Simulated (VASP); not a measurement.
A run of VASP 6.6.1 is set up as follows.

File INCAR:

```
SYSTEM = ZrSi2
ALGO = Normal
EDIFF = 1E-6
ENCUT = 520
GGA = PE
ISIF = 2
ISMEAR = -1
LASPH = .TRUE.
LCHARG = .TRUE.
LELF = .TRUE.
LREAL = .FALSE.
LVHAR = .TRUE.
LWAVE = .FALSE.
NBANDS = 29
NELM = 100
PREC = Accurate
SIGMA = 0.05
```

Contents of KPOINTS:

```
k-points
0
G
  7 7 7
  0 0 0
```

The input POSCAR:

```
ZrSi2
1.0
    1.8652718808     -7.4162928127      0.0000000000
    1.8652718808      7.4162928127      0.0000000000
    0.0000000000      0.0000000000      3.6963185895
Zr Si
2 4
Direct
    0.1054000000      0.8946000000      0.2500000000
    0.8946000000      0.1054000000      0.7500000000
    0.7504000000      0.2496000000      0.2500000000
    0.2496000000      0.7504000000      0.7500000000
    0.4478000000      0.5522000000      0.2500000000
    0.5522000000      0.4478000000      0.7500000000
```

Potentials or basis: VASP PAW PBE potentials, release 64 (Zr_sv, Si).

Launch:

```bash
$ cat potpaw_PBE.64/Zr_sv/POTCAR potpaw_PBE.64/Si/POTCAR > POTCAR
$ mpirun -np 1 vasp_std > vasp.out
```

(1) Estimate the pressure.

(2) What does it give for the largest force?

(3) What does it give for the band gap on the k mesh?

Answers

(1) -1.7 GPa.

(2) 0.118 eV/Å.

(3) zero (bands 20 and 21 overlap by 0.64 eV).
